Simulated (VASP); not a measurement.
Set up this calculation in VASP 6.6.1, as the native input.

* Task: single point
* Functional: PBE
* Potentials or basis: VASP PAW PBE potentials, release 64 (Ag, Cl)
* Cutoff: 520 eV
* k mesh: 10 × 10 × 10
* Occupations: gaussian, width 0.02 eV
* Spin: no spin polarisation
* Dipole correction: no
* k mesh for the DOS: 15 × 15 × 15
* Occupations for the DOS: tetrahedron
* Further INCAR settings: ALGO = Normal; EDIFF = 1e-06

The system is AgCl.

```
Ag Cl
1.0
    -2.14824    2.14824    3.01181
     2.14824   -2.14824    3.01181
     2.14824    2.14824   -3.01181
Ag Cl
1 1
Direct
  0.00000 0.00000 0.00000
  0.25000 0.75000 0.50000
```

One way to write it, as run:

POSCAR

```
AgCl
1.0
   -2.1482423919      2.1482423919      3.0118143214
    2.1482423919     -2.1482423919      3.0118143214
    2.1482423919      2.1482423919     -3.0118143214
Ag Cl
1 1
Direct
    0.0000000000      0.0000000000      0.0000000000
    0.2500000000      0.7500000000      0.5000000000
```

INCAR.step1

```
SYSTEM = AgCl
ALGO = Normal ; EDIFF = 1E-6
ENCUT = 520 ; GGA = PE
ISIF = 2 ; ISMEAR = 0
LASPH = .True. ; LCHARG = .True.
LMAXMIX = 4 ; LREAL = .False.
LWAVE = .False. ; NBANDS = 16
NELM = 60 ; PREC = Accurate
SIGMA = 0.02
```

KPOINTS.step1

```
k-points
0
Gamma
  10 10 10
  0 0 0
```

INCAR.step2

```
SYSTEM = AgCl
ALGO = Normal ; EDIFF = 1E-6
ENCUT = 520 ; GGA = PE
ICHARG = 11 ; ISIF = 2
ISMEAR = -5 ; LASPH = .True.
LCHARG = .False. ; LMAXMIX = 4
LORBIT = 11 ; LREAL = .False.
LWAVE = .False. ; NEDOS = 1001
NELM = 60 ; PREC = Accurate
SIGMA = 0.02
```

KPOINTS.step2

```
k-points
0
Gamma
  15 15 15
  0 0 0
```

Potentials or basis: VASP PAW PBE potentials, release 64 (Ag, Cl).

Run with:

```console
$ cat potpaw_PBE.64/Ag/POTCAR potpaw_PBE.64/Cl/POTCAR > POTCAR
$ cp INCAR.step1 INCAR
$ cp KPOINTS.step1 KPOINTS
$ mpirun -np 1 vasp_std > vasp.out
$ cp INCAR.step2 INCAR
$ cp KPOINTS.step2 KPOINTS
$ mpirun -np 1 vasp_std > vasp.out
```

It gave:

The valence electrons inside the program's atomic spheres are Ag 9.74; Cl 5.08.

Wall time 53 s on 1 thread of Intel(R) Xeon(R) 6975P-C (Granite Rapids) (shared host), peak memory 0.34 GiB.
